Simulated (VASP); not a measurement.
The system is LiCl.

```
Li Cl
1.0
     0.00000    2.55604    2.55604
     2.55604    0.00000    2.55604
     2.55604    2.55604    0.00000
Li Cl
1 1
Direct
  0.00000 0.00000 0.00000
  0.50000 0.50000 0.50000
```

Base run:

* Program: VASP 6.6.1
* Functional: PBE0
* Potentials or basis: VASP PAW PBE potentials, release 64 (Li_sv, Cl)
* Cutoff: 520 eV
* k mesh: 6 × 6 × 6
* Occupations: gaussian, width 0.01 eV
* Spin: no spin polarisation

Its results: band gap on the k mesh 8.52 eV.

Task: The run is repeated on the same cell with these changes: functional from PBE0 to HSE06; further incar settings from ALGO = Normal; EDIFF = 1e-07; NBANDS = 12 to ALGO = Normal; EDIFF = 1e-06; NBANDS = 12. What comes out?

Result: Band gap on the k mesh 7.79 eV.

A k mesh can miss the band edges.
